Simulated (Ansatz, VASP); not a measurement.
**Al2Cu: VASP beside Ansatz**

```
CELL_PARAMETERS angstrom
-2.17075 2.17075 2.68900
2.17075 -2.17075 2.68900
2.06157 2.06157 -2.68900
ATOMIC_POSITIONS crystal
Al 0.75000 0.25000 0.50000
Al 0.25000 0.75000 0.50000
Cu 0.50000 0.50000 0.00000
```

Change from the starting cell: strain +e along x and -e along y -0.0267, strain +e along z and -e/2 along x and y -0.0700.

Alike in both runs: task single point; functional PBE; k mesh 14 × 14 × 14; occupations gaussian, width 0.15 eV; no spin polarisation.

```csv
,VASP,Ansatz
version,VASP 6.6.1,Ansatz 0.2.0
potentials or method,"VASP PAW PBE potentials, release 64 (Al, Cu), cutoff 520 eV","scalar-relativistic, plane waves, PAW"
valence electrons in the cell,17,25
```

VASP gave:

```
gap on the k mesh at the Fermi level (eV)                     : none
pressure (GPa)                                                : 1.8
traceless stress, the component that is largest in VASP (GPa) : 7.48
```

**Question.** What did Ansatz give for the same quantities?

**Answer.** gap on the k mesh at the Fermi level (eV): none; pressure (GPa): 1.3; traceless stress, the component that is largest in VASP (GPa): 7.59.

A gap of «none» marks a metal or a gap that the smearing closes. VASP's potentials hold 17 valence electrons a cell and Ansatz's 25, so a difference there can come from the potentials and not from the codes.
